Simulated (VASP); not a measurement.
Nb, 1 atom in the cell. Symmetry: Pm-3m, No. 221, cubic system. Conventional cell: a = 2.721 Å, b = 2.721 Å, c = 2.721 Å, α = 90.00°, β = 90.00°, γ = 90.00°. Within 3.6 Å of Nb (site symmetry m-3m) lie 6 Nb at 2.72 Å. 

* Program: VASP 6.6.1
* Task: single point
* Functional: HSE06
* Potentials or basis: VASP PAW PBE potentials, release 64 (Nb_sv)
* Cutoff: 520 eV
* k mesh: 6 × 6 × 6
* Occupations: fermi-dirac, width 0.1 eV
* Spin: no spin polarisation
* Dipole correction: no
* Grid for exact exchange (PRECFOCK): Normal
* Further INCAR settings: ALGO = Normal; EDIFF = 1e-07; NBANDS = 12
* Screening parameter: 0.2079 1/Å

Potentials or basis: VASP PAW PBE potentials, release 64 (Nb_sv).

Launch:

```console
$ cat potpaw_PBE.64/Nb_sv/POTCAR > POTCAR
$ cp INCAR.step1 INCAR
$ mpirun -np 1 vasp_std > vasp.out
$ cp INCAR.step2 INCAR
$ mpirun -np 1 vasp_std > vasp.out
```

Hardware: 1 thread of Intel(R) Xeon(R) 6975P-C (Granite Rapids) (shared host).

Q: How long does it take, and how much memory?

A: Wall time 4.5 min on 1 thread of Intel(R) Xeon(R) 6975P-C (Granite Rapids), with other jobs on the host, peak memory 0.23 GiB. Counts: k points 20.
